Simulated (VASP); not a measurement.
The system is Mg7O.

```xyz
8
Lattice="0.0000 3.9316 3.9316 3.9316 0.0000 3.9316 3.9316 3.9316 0.0000" Properties=species:S:1:pos:R:3 pbc="T T T"
Mg    1.9658    1.9658    0.0000
Mg    1.9658    3.9316    1.9658
Mg    3.9316    1.9658    1.9658
Mg    1.9658    1.9658    3.9316
Mg    1.9658    0.0000    1.9658
Mg    0.0000    1.9658    1.9658
Mg    3.9316    3.9316    3.9316
O     0.0000    0.0000    0.0000
```

| Item | Value |
| --- | --- |
| Program | VASP 6.6.1 |
| Task | relaxation of cell and atoms |
| Functional | PBE |
| Potentials or basis | VASP PAW PBE potentials, release 64 (Mg, O) |
| Cutoff | 600 eV |
| k mesh | 4 × 4 × 4 |
| Occupations | gaussian, width 0.1 eV |
| Spin | no spin polarisation |

At the start: pressure 20.7 GPa; volume 15.19 Å³/atom.

Where does the relaxation end?

Over 3 steps the energy falls by 254.7 meV/atom and the volume is 20.26 Å³/atom (+33.4 %); space group Fm-3m (No. 225, to 0.05 Å).

The path:
| step | energy change (eV) | largest force (eV/Å) | pressure (GPa) | volume (Å³) |
| --- | --- | --- | --- | --- |
| 1 | 0.0000 | 0.0000 | 20.70 | 121.54 |
| 2 | -2.0343 | 0.0000 | 0.57 | 159.46 |
| 3 | -2.0378 | 0.0000 | -0.11 | 162.08 |

Final structure:
```
Mg O
1.0
     0.00000    4.32748    4.32748
     4.32748    0.00000    4.32748
     4.32748    4.32748    0.00000
Mg O
7 1
Cartesian
  2.1637 2.1637 0.0000
  2.1637 4.3275 2.1637
  4.3275 2.1637 2.1637
  2.1637 2.1637 4.3275
  2.1637 0.0000 2.1637
  0.0000 2.1637 2.1637
  4.3275 4.3275 4.3275
  0.0000 0.0000 0.0000
```

Caveat: the volume moved by over 15 % at a fixed basis, so the end points are rough.
